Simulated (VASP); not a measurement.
# Ru (P6_3/mmc) in VASP: further runs, part 2 of 2

VASP 6.6.1. The steps go on from the part before.

### Step 3. Single point, PBE

This run uses another cell than the first one, of the same volume but with other edges.

INCAR

```
SYSTEM = Ru
ALGO     = Fast           ! electronic algorithm
EDIFF    = 1E-6           ! SCF threshold, eV
ENCUT    = 520            ! plane-wave cutoff, eV
GGA      = PE             ! functional
ISIF     = 2              ! what is computed and relaxed
ISMEAR   = 0              ! smearing method
LASPH    = .TRUE.         ! aspherical terms in the spheres
LCHARG   = .FALSE.        ! write CHGCAR
LREAL    = .FALSE.        ! projectors in reciprocal space
LWAVE    = .FALSE.        ! write WAVECAR
NBANDS   = 21             ! bands
NELM     = 100            ! most SCF steps
PREC     = Accurate       ! precision mode
SIGMA    = 0.15           ! smearing width, eV
```

KPOINTS

```
k-points
0
G
  30 30 16
  0 0 0
```

POSCAR

```
Ru
1.0
    2.7572903392      0.0000000000      0.0000000000
   -1.3786451696      2.3878834793      0.0000000000
    0.0000000000      0.0000000000      4.1814112011
Ru
2
Direct
    0.3333333333      0.6666666667      0.2500000000
    0.6666666667      0.3333333333      0.7500000000
```

Potentials or basis: VASP PAW PBE potentials, release 64 (Ru_pv).

Command:

```
$ cat potpaw_PBE.64/Ru_pv/POTCAR > POTCAR
$ mpirun -np 1 vasp_std > vasp.out
```

OUTCAR:

```text
SYSTEM = Ru
   EDIFF = 1E-6
   ENCUT = 520
   GGA = PE
   ISIF = 2
   ISMEAR = 0
   LASPH = .TRUE.
   LREAL = .FALSE.
   NELM = 100
   PREC = Accurate

 ion  position               nearest neighbor table
   1  0.333  0.667  0.250-   2 2.63   2 2.63   2 2.63   2 2.63   2 2.63   2 2.63
   2  0.667  0.333  0.750-   1 2.63   1 2.63   1 2.63   1 2.63   1 2.63   1 2.63

  LATTYP: Found a hexagonal cell.
 ALAT       =     2.7572903392
 C/A-ratio  =     1.5164928922

  Lattice vectors:

 A1 = (   2.7572903392,   0.0000000000,   0.0000000000)
 A2 = (  -1.3786451696,   2.3878834793,   0.0000000000)
 A3 = (   0.0000000000,   0.0000000000,   4.1814112011)

Analysis of symmetry for initial positions (statically):
=====================================================================
 Subroutine PRICEL returns:
 Original cell was already a primitive cell.

 Routine SETGRP: Setting up the symmetry group for a
 hexagonal supercell.

 Subroutine GETGRP returns: Found 24 space group operations
 (whereof 12 operations were pure point group operations)
 out of a pool of 24 trial point group operations.

The static configuration has the point symmetry D_3d.
 The point group associated with its full space group is D_6h.
[... 161 lines left out ...]

  energy without entropy =      -18.42136387  energy(sigma->0) =      -18.43017980

 E-fermi :  12.6091     XC(G=0): -14.0304

 val. band max:       12.6078231845   @ k =   0.2000   0.0667   0.2500
 cond. band min:      12.6093131107   @ k =   0.3333   0.0000   0.0625
 fundamental gap:      0.0014899262
 Fermi energy:        12.6090540463

 k-point     1 :       0.0000    0.0000    0.0000
  band No.  band energies     occupation
      1     -31.0661      2.00000
      2     -30.1703      2.00000
      3     -30.1703      2.00000
      4     -29.9677      2.00000
      5     -29.9677      2.00000
      6     -29.8761      2.00000
[... 565 lines left out ...]
     20      23.0349      0.00000
     21      25.1965      0.00000

 [... further k-points ...]

------------------------ aborting loop because EDIFF is reached ----------------------------------------

  FORCE on cell =-STRESS in cart. coord.  units (eV):
  Direction    XX          YY          ZZ          XY          YZ          ZX
  --------------------------------------------------------------------------------------
  -------------------------------------------------------------------------------------
  Total       -0.8114585     -0.8114585      2.1622870      0.0000000      0.0000000      0.0000000
  in kB      -47.2235234    -47.2235234    125.8361487      0.0000000      0.0000000      0.0000000
  external PRESSURE =      10.4630340 kB  Pullay stress =       0.0000000 kB

 VOLUME and BASIS-vectors are now :
 -----------------------------------------------------------------------------
  energy-cutoff  :      520.00
  volume of cell :       27.53
      direct lattice vectors                 reciprocal lattice vectors
     2.757290339  0.000000000  0.000000000     0.362674901  0.209390452  0.000000000
    -1.378645170  2.387883479  0.000000000     0.000000000  0.418780903  0.000000000
     0.000000000  0.000000000  4.181411201     0.000000000  0.000000000  0.239153710

 POSITION                                       TOTAL-FORCE (eV/Angst)
 -----------------------------------------------------------------------------------
     -0.00000      1.59192      1.04535        -0.000000      0.000000      0.000000
      1.37865      0.79596      3.13606         0.000000     -0.000000      0.000000
 -----------------------------------------------------------------------------------
    total drift:                               -0.000000      0.000000     -0.000000

  FREE ENERGIE OF THE ION-ELECTRON SYSTEM (eV)
  ---------------------------------------------------
  free  energy   TOTEN  =       -18.4389957242 eV

  energy  without entropy=      -18.4213638697  energy(sigma->0) =      -18.43017980
```

Run time: 13 min. Hardware: 1 thread of Intel Xeon 8259CL, shared host; peak memory 0.45 GiB.

Results:

```
Free energy            : -18.4390 eV
Pressure               : 1.0 GPa
Band gap on the k mesh : zero (bands 14 and 15 overlap by 3.13 eV)
```

Caveat: the stress differs along the axes, from -5 to 13 GPa.

### Step 4. Single point, PBE

This run uses another cell than the first one, of the same volume but with other edges.

INCAR

```
PREC = Accurate ; ENCUT = 520
EDIFF = 1E-7 ; ISMEAR = 0
SIGMA = 0.15 ; LREAL = F
LASPH = T ; NELM = 100
ALGO = Fast ; ISIF = 2
LWAVE = F ; LCHARG = F
GGA = PE ; NBANDS = 21
```

KPOINTS

```
Automatic mesh
0
Gamma
  30 30 16
```

POSCAR

```
Ru
1.0
    2.6761460453      0.0000000000      0.0000000000
   -1.3380730227      2.3176104595      0.0000000000
    0.0000000000      0.0000000000      4.4388273740
Ru
2
Direct
    0.3333333333      0.6666666667      0.2500000000
    0.6666666667      0.3333333333      0.7500000000
```

Command:

```
$ cat potpaw_PBE.64/Ru_pv/POTCAR > POTCAR
$ mpirun -np 1 vasp_std > vasp.out
```

It took 12 min on 1 thread of Intel Xeon 8259CL, shared host; peak memory 0.45 GiB.

It converged, with:

| Quantity | Value |
| --- | --- |
| Free energy | -18.4123 eV |
| Pressure | 0.2 GPa |
| Band gap on the k mesh | zero (bands 14 and 15 overlap by 3.12 eV) |

Stress tensor (GPa, compression positive):
```
  7.84   0.00   0.00
  0.00   7.84   0.00
  0.00   0.00 -14.97
```

Levels at points of the mesh, in eV from the Fermi level:
| k point | band 10 | band 11 | band 12 | band 13 | band 14 | band 15 | band 16 | band 17 | band 18 | band 19 |
| --- | --- | --- | --- | --- | --- | --- | --- | --- | --- | --- |
| (0.00, 0.00, 0.00) | -2.51 | -2.51 | -1.95 | -1.95 | -1.01 | -1.01 | 0.76 | 1.16 | 1.16 | 9.48 |
| (0.50, 0.00, 0.00) | -2.62 | -2.32 | -1.72 | -1.61 | 1.67 | 1.67 | 1.99 | 4.09 | 6.15 | 10.96 |
| (0.00, 0.00, 0.50) | -2.92 | -2.57 | -2.57 | -2.57 | -2.57 | 0.52 | 0.52 | 0.52 | 0.52 | 10.44 |
| (0.50, 0.00, 0.50) | -4.60 | -0.87 | -0.87 | 0.45 | 0.45 | 1.86 | 1.86 | 3.37 | 3.37 | 10.41 |

Caveat: the stress differs along the axes, from -15 to 8 GPa.

### Step 5. The runs side by side

```csv
cell,further INCAR settings,gap on the mesh (eV),pressure (GPa)
"a = 2.635, b = 2.635, c = 4.579 Å, angles 90.0, 90.0, 120.0°, 2 atoms",ALGO = Fast; EDIFF = 1e-06; NBANDS = 21,none,2.3
"a = 2.757, b = 2.757, c = 4.181 Å, angles 90.0, 90.0, 120.0°, 2 atoms",ALGO = Fast; EDIFF = 1e-06; NBANDS = 21,none,1.0
"a = 2.676, b = 2.676, c = 4.439 Å, angles 90.0, 90.0, 120.0°, 2 atoms",ALGO = Fast; EDIFF = 1e-07; NBANDS = 21,none,0.2
```

Alike in all rows: task single point; level PBE; potentials or basis VASP PAW PBE potentials, release 64 (Ru_pv); no spin polarisation; k mesh 30 × 30 × 16; cutoff (eV) 520; smearing gaussian 0.15 eV.

Caveats: the stress differs along the axes, from -27 to 17 GPa (at least some runs); the stress differs along the axes, from -5 to 13 GPa (at least some runs); the stress differs along the axes, from -15 to 8 GPa (at least some runs).

Total energies depend on the potentials used, so only differences within one code and one set of settings carry meaning.
